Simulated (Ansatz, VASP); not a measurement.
**GaN: VASP beside Ansatz**

```xyz
2
Lattice="0.0000 2.1815 2.1815 2.1815 0.0000 2.1815 2.1815 2.1815 0.0000" Properties=species:S:1:pos:R:3 pbc="T T T"
Ga    0.0000    0.0000    0.0000
N     1.0907    1.0907    1.0907
```

Change from the starting cell: hydrostatic strain -3.0%.

Alike in both runs: task single point; functional HSE06; k mesh 6 × 6 × 6; no spin polarisation.

|  | VASP | Ansatz |
| --- | --- | --- |
| version | VASP 6.6.1 | Ansatz 0.2.0 |
| potentials or method | VASP PAW PBE potentials, release 64 (Ga_d, N) | plane waves, PAW |
| plane-wave cutoff (eV) | 520 | 420 |
| occupations | gaussian, width 0.01 eV | fixed |
| valence electrons in the cell | 18 | 18 |

VASP gave:

- gap on the k mesh at the Fermi level (eV): 3.70
- pressure (GPa): 21.7

Problem. Which values does Ansatz return?

Solution. gap on the k mesh at the Fermi level (eV): 3.68; pressure (GPa): 22.0.

Ansatz's warnings: stress exchange threshold loose, stress scf threshold loose.
